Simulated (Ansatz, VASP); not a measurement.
**TaS2: VASP beside Ansatz**

INCAR

```
ALGO = Normal
EDIFF = 1E-8
ENCUT = 400
GGA = CA
GGA_COMPAT = F
ISIF = 2
ISMEAR = -1
LASPH = T
LCHARG = F
LEFG = T
LREAL = F
LWAVE = F
NBANDS = 18
NELM = 120
PREC = Accurate
SIGMA = 0.03
```

File KPOINTS:

```
k-points
0
Gamma
  9 9 5
```

Contents of POSCAR:

```
TaS2
1.0
    3.3721882117      0.0000000000      0.0000000000
   -1.6860941058      2.9204006577      0.0000000000
    0.0000000000      0.0000000000      5.8988090780
Ta S
1 2
Direct
    0.0000000000      0.0000000000      0.0000000000
    0.3333333333      0.6666666667      0.2500000000
    0.6666666667      0.3333333333      0.7500000000
```

Input for Ansatz:

```yaml
crystal:
  lattice:
    - [3.3721882117, 0.0, 0.0]
    - [-1.6860941058, 2.9204006577, 0.0]
    - [0.0, 0.0, 5.898809078]
  atoms:
    - { symbol: Ta, position: [0.0, 0.0, 0.0] }
    - { symbol: S, position: [0.3333333333, 0.6666666667, 0.25] }
    - { symbol: S, position: [0.6666666667, 0.3333333333, 0.75] }
kpoints:
  mp_grid: { grid: [9, 9, 5] }
scf:
  occupations: { method: fermi_dirac, width: 0.03 }
hamiltonian:
  xc: lda
  pseudopotentials: { kind: paw }
output:
  forces: true
  stress: true
  eigenvalues: true
  efg: { contact_densities: true }
```

Change from the starting cell: volume scaled by 1.02, PAW files.

Alike in both runs: task electric field gradients; functional LDA; k mesh 9 × 9 × 5; occupations fermi-dirac, width 0.03 eV; no spin polarisation.

```csv
,VASP,Ansatz
version,VASP 6.6.1,Ansatz 0.2.0
potentials or method,"VASP PAW LDA potentials, release 64 (Ta_pv, S)","PAW with Ansatz's default frozen-core files, scalar-relativistic"
plane-wave cutoff (eV),400,420
valence electrons in the cell,23,25
```

VASP gave:

- pressure (GPa): -1.0
- traceless stress, the component that is largest in VASP (GPa): 3.37
- rms of the force components (eV/Å): 0.237
- size of Vzz on the site where it differs most (V/Å²): 143.0

Estimate Ansatz's values.

pressure (GPa): -1.3; traceless stress, the component that is largest in VASP (GPa): 3.35; rms of the force components (eV/Å): 0.215; size of Vzz on the site where it differs most (V/Å²): 175.6.

LDA's correlation is that of Perdew and Zunger in VASP and of Perdew and Wang (1992) in Ansatz. Atom by atom the forces differ by 0.022 eV/Å (rms over components). VASP's potentials hold 23 valence electrons a cell and Ansatz's 25, so a difference there can come from the potentials and not from the codes.

Spin-orbit coupling is off throughout.
